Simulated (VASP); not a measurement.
# BC6 in VASP: a series of runs, part 2 of 3

VASP 6.6.1. The steps go on from the part before.

### 3 Single point, PBE

File INCAR:

```
PREC = Accurate
ENCUT = 520
EDIFF = 1E-6
ISMEAR = -1
SIGMA = 0.2482
LREAL = False
LASPH = True
NELM = 120
ALGO = Normal
ISIF = 2
LWAVE = False
LCHARG = False
GGA = PE
ISYM = -1
NBANDS = 40
GGA_COMPAT = False
```

File KPOINTS:

```
explicit points
1
Reciprocal
  0.25000000   0.25000000   0.25000000 1
```

File POSCAR:

```
BC6
1.0
    4.9729980000     -0.1966600000      0.0225860000
   -0.1966600000      4.9296060000     -0.1069400000
    0.0225860000     -0.1069400000      4.8244630000
C B
12 2
Direct
    0.3079578212      0.9049191621      0.1098367880
    0.3193243163      0.1878223913      0.6608945840
    0.4946998186      0.5440633114      0.3267635881
    0.9580077183      0.5411004780      1.0190982339
    0.8180483874      0.9632478896      0.1758760070
    0.0103536499      0.6291778893      0.4873569216
    0.7019276602      0.4598896104      0.5049606260
    0.5702951382      0.8215542412      0.1428883017
    0.0468936618      0.7936319867      0.2434065438
    0.1986296084      0.0892473029      0.9197170459
    0.6129292204      0.2434572158      0.7130305892
    1.0143994562      0.6903222823      0.7748743930
    0.2457454914      0.4180425451      0.4511383054
    0.8673757484      0.2254092978      0.9300066602
```

Potentials or basis: VASP PAW PBE potentials, release 64 (C, B).

Run with:

```sh
> cat potpaw_PBE.64/C/POTCAR potpaw_PBE.64/B/POTCAR > POTCAR
> mpirun -np 1 vasp_std > vasp.out
```

OUTCAR:

```text
PREC = Accurate
   ENCUT = 520
   EDIFF = 1E-6
   ISMEAR = -1
   LREAL = False
   LASPH = True
   NELM = 120
   ISIF = 2
   GGA = PE
   ISYM = -1

 ion  position               nearest neighbor table
   1  0.308  0.905  0.110-   8 1.41  10 1.46   9 1.52
   2  0.319  0.188  0.661-  10 1.47  11 1.49  13 1.62
   3  0.495  0.544  0.327-   7 1.45  13 1.48   8 1.68
   4  0.958  0.541  0.019-  12 1.43  14 1.63   9 1.65
   5  0.818  0.963  0.176-   8 1.38   9 1.51  14 1.79
   6  0.010  0.629  0.487-  12 1.41   9 1.46  13 1.63   7 1.69
   7  0.702  0.460  0.505-   3 1.45  11 1.53   6 1.69
   8  0.570  0.822  0.143-   5 1.38   1 1.41   3 1.68
   9  0.047  0.794  0.243-   6 1.46   5 1.51   1 1.52   4 1.65
  10  0.199  0.089  0.920-   1 1.46   2 1.47  14 1.83
  11  0.613  0.243  0.713-   2 1.49   7 1.53  14 1.66
  12  0.014  0.690  0.775-   6 1.41   4 1.43
  13  0.246  0.418  0.451-   3 1.48   2 1.62   6 1.63
  14  0.867  0.225  0.930-   4 1.63  11 1.66   5 1.79  10 1.83

IMPORTANT INFORMATION: All symmetrisations will be switched off!
NOSYMM: (Re-)initialisation of all symmetry stuff for point group C_1.

----------------------------------------------------------------------------------------

                                     Primitive cell

  volume of cell :     118.0263

  direct lattice vectors                    reciprocal lattice vectors
     4.972998000 -0.196660000  0.022586000     0.201406506  0.008018243 -0.000765162
    -0.196660000  4.929606000 -0.106940000     0.008018243  0.203272777  0.004468247
     0.022586000 -0.106940000  4.824463000    -0.000765162  0.004468247  0.207379581

  length of vectors
     4.976936245  4.934686073  4.825700937     0.201567503  0.203479924  0.207429124

  position of ions in fractional coordinates (direct lattice)
     0.307957821  0.904919162  0.109836788
     0.319324316  0.187822391  0.660894584
     0.494699819  0.544063311  0.326763588
     0.958007718  0.541100478  0.019098234
     0.818048387  0.963247890  0.175876007
     0.010353650  0.629177889  0.487356922
     0.701927660  0.459889610  0.504960626
     0.570295138  0.821554241  0.142888302
     0.046893662  0.793631987  0.243406544
     0.198629608  0.089247303  0.919717046
     0.612929220  0.243457216  0.713030589
     0.014399456  0.690322282  0.774874393
     0.245745491  0.418042545  0.451138305
     0.867375748  0.225409298  0.930006660

  ion indices of the primitive-cell ions
   primitive index   ion index
                 1           1
                 2           2
                 3           3
                 4           4
                 5           5
                 6           6
                 7           7
                 8           8
                 9           9
                10          10
                11          11
                12          12
                13          13
                14          14

----------------------------------------------------------------------------------------

 KPOINTS: explicit points

Read explicit list of k-points.

 Found      1 k-points:

 Following reciprocal coordinates:
            Coordinates               Weight
  0.250000  0.250000  0.250000      1.000000
   k-points           NKPTS =      1   k-points in BZ     NKDIM =      1   number of bands    NBANDS=     40
   number of dos      NEDOS =    301   number of ions     NIONS =     14
   total plane-waves  NPLWV =  57600
   dimension x,y,z NGX =    40 NGY =   40 NGZ =   36
   dimension x,y,z NGXF=    80 NGYF=   80 NGZF=   72
   ions per type =              12   2
   NGX,Y,Z   is equivalent  to a cutoff of  13.36, 13.48, 12.40 a.u.
   NGXF,Y,Z  is equivalent  to a cutoff of  26.72, 26.95, 24.80 a.u.
 SYSTEM =  unknown system
   PREC   = accura    normal or accurate (medium, high low for compatibility)
   ISTART =      0    job   : 0-new  1-cont  2-samecut
   ICHARG =      2    charge: 1-file 2-atom 10-const
   ISPIN  =      1    spin polarized calculation?
   LNONCOLLINEAR =      F non collinear calculations
   LSORBIT =      F    spin-orbit coupling
   LASPH  =      T    aspherical Exc in radial PAW
   ENCUT  =  520.0 eV  38.22 Ry    6.18 a.u.   9.25  9.18  8.97*2*pi/ulx,y,z
   NELM   =    120;   NELMIN=  2; NELMDL= -5     # of ELM steps
   EDIFF  = 0.1E-05   stopping-criterion for ELM
   LREAL  =      F    real-space projection
   EDIFFG = 0.1E-04   stopping-criterion for IOM
   NSW    =      0    number of steps for IOM
   IBRION =     -1    ionic relax: 0-MD 1-quasi-New 2-CG
   NFREE  =      0    steps in history (QN), initial steepest desc. (CG)
   ISIF   =      2    stress and relaxation
   ISYM   =     -1    0-nonsym 1-usesym 2-fastsym
   POTIM  = 0.5000    time-step for ionic-motion
   TEBEG  =    0.0;   TEEND  =   0.0 temperature during run
   PSTRESS=    0.0 pullay stress
   NELECT =      54.0000    total number of electrons
   NUPDOWN=      -1.0000    fix difference up-down
   EMIN   =  10.00;   EMAX   =-10.00  energy-range for DOS
   EFERMI =   0.00;   METHOD = LEGACY
   ISMEAR =    -1;   SIGMA  =   0.25  broadening in eV -4-tet -1-fermi 0-gaus
   EFERMI_NEDOS =   21; number of points for ismear=-14 and -15
   IALGO  =     38    algorithm
   IMIX   =      4    mixing-type and parameters
     AMIX     =   0.40;   BMIX     =  1.00
     AMIX_MAG =   1.60;   BMIX_MAG =  1.00
  volume/ion in A,a.u.               =       8.43        56.89
  Fermi-wavevector in a.u.,A,eV,Ry     =   1.261478  2.383848 21.651328  1.591328
  Thomas-Fermi vector in A             =   2.394935
   LORBIT       =      0    0 simple, 1 ext, 2 COOP (PROOUT), +10 PAW based schemes
   GGA     = PE    functional components
   LHFCALC =     F    Hartree Fock is set to
   AEXX    =    0.0000 exact exchange contribution
   IVDW    =     0    specifies the selected vdW correction
   LEPSILON=     F    determine dielectric tensor
   LRPA    =     F    only Hartree local field effects (RPA)
 non-spin polarized calculation
  energy-cutoff  :      520.00
  volume of cell :      118.03
 maximum number of plane-waves:      3173
 NGX is ok and might be reduce to    40
   NGX = 19   NGY = 19   NGZ = 17

 number of electron      53.9999998 magnetization

 Free energy of the ion-electron system (eV)
  ---------------------------------------------------
  ext. energy  EPLUGINS =         0.00000000
  ---------------------------------------------------
  free energy    TOTEN  =      -110.30746445 eV

  energy without entropy =     -109.59773146  energy(sigma->0) =     -109.95259795

 E-fermi :   4.8847     XC(G=0): -10.9151

 val. band max:        4.6938638164   @ k =   0.2500   0.2500   0.2500
 cond. band min:       5.0422503496   @ k =   0.2500   0.2500   0.2500
 fundamental gap:      0.3483865332
 Fermi energy:         4.8846772958

 k-point     1 :       0.2500    0.2500    0.2500
  band No.  band energies     occupation
      1     -13.6698      2.00000
      2     -11.9127      2.00000
      3     -10.9897      2.00000
      4     -10.1586      2.00000
      5      -9.6349      2.00000
      6      -7.9912      2.00000
[... 31 lines left out ...]
     38      12.4108      0.00000
     39      12.7622      0.00000
 [bands above 39 left out]

------------------------ aborting loop because EDIFF is reached ----------------------------------------

  FORCE on cell =-STRESS in cart. coord.  units (eV):
  Direction    XX          YY          ZZ          XY          YZ          ZX
  --------------------------------------------------------------------------------------
  -------------------------------------------------------------------------------------
  Total       -3.7057851    -14.6980059     -3.8149328     -2.9879426      7.1173645     -6.8093248
  in kB      -50.3050980   -199.5217245    -51.7867505    -40.5605681     96.6164290    -92.4348676
  external PRESSURE =    -100.5378577 kB  Pullay stress =       0.0000000 kB

 VOLUME and BASIS-vectors are now :
 -----------------------------------------------------------------------------
  energy-cutoff  :      520.00
  volume of cell :      118.03
      direct lattice vectors                 reciprocal lattice vectors
     4.972998000 -0.196660000  0.022586000     0.201406506  0.008018243 -0.000765162
    -0.196660000  4.929606000 -0.106940000     0.008018243  0.203272777  0.004468247
     0.022586000 -0.106940000  4.824463000    -0.000765162  0.004468247  0.207379581

 POSITION                                       TOTAL-FORCE (eV/Angst)
 -----------------------------------------------------------------------------------
      1.35599      4.38859      0.44009        -1.448998      2.316292     -0.661452
      1.56599      0.79242      3.17559         3.031853      1.221939      2.395122
      2.36053      2.54979      1.52945         4.651463      1.803887     -0.122482
      4.65819      2.47697      0.05591         1.497235      2.080524     -3.555445
      3.88269      4.56875      0.76397        -0.710837      1.592403     -1.974256
     -0.06124      3.04745      2.28419        -1.362026     -3.271225      1.635552
      3.41165      2.07503      2.40284        -0.547448      0.374488     -0.928402
      2.67774      3.92250      0.61438        -2.966710     -2.788498      3.960560
      0.08262      3.87704      1.09049        -1.930585     -2.439241     -1.150255
      0.99101      0.30254      4.43208        -1.090120     -0.761954     -4.247474
      3.01632      1.00336      3.42780         1.327071      1.864468     -3.173609
     -0.04665      3.31732      3.66485         0.433996      0.137722      2.413803
      1.15007      1.96421      2.13735        -0.935860     -0.689108      1.577661
      4.29013      0.84115      4.48227         0.050968     -1.441698      3.830678
 -----------------------------------------------------------------------------------
    total drift:                                0.000440     -0.000330     -0.000151

  FREE ENERGIE OF THE ION-ELECTRON SYSTEM (eV)
  ---------------------------------------------------
  free  energy   TOTEN  =      -110.3074644473 eV

  energy  without entropy=     -109.5977314583  energy(sigma->0) =     -109.95259795
```

Run time: 16 s. Hardware: 1 thread of AMD EPYC 7R43 (Zen 3), shared host; peak memory 0.17 GiB.

What came out:

```yaml
Free_energy: -110.3075 eV
Pressure: -10.1 GPa
Largest_force: 5.680 eV/Å
```

Forces in eV/Å, atoms in the order of the input:
```
C   -1.449  2.316 -0.661
C    3.032  1.222  2.395
C    4.651  1.804 -0.122
C    1.497  2.081 -3.555
C   -0.711  1.592 -1.974
C   -1.362 -3.271  1.636
C   -0.547  0.374 -0.928
C   -2.967 -2.788  3.961
C   -1.931 -2.439 -1.150
C   -1.090 -0.762 -4.247
C    1.327  1.864 -3.174
C    0.434  0.138  2.414
B   -0.936 -0.689  1.578
B    0.051 -1.442  3.831
```

Stress tensor (GPa, compression positive):
```
 -5.03  -4.06  -9.24
 -4.06 -19.95   9.66
 -9.24   9.66  -5.18
```

Levels at points of the mesh, in eV from the Fermi level:
```
           k point  band 25  band 26  band 27  band 28  band 29  band 30
(0.25, 0.25, 0.25)    -1.94    -0.85    -0.19     0.16     1.59     1.90
```

Caveat: the atoms stand as in a frame of molecular dynamics.

(Continued in part 3 of 3.)
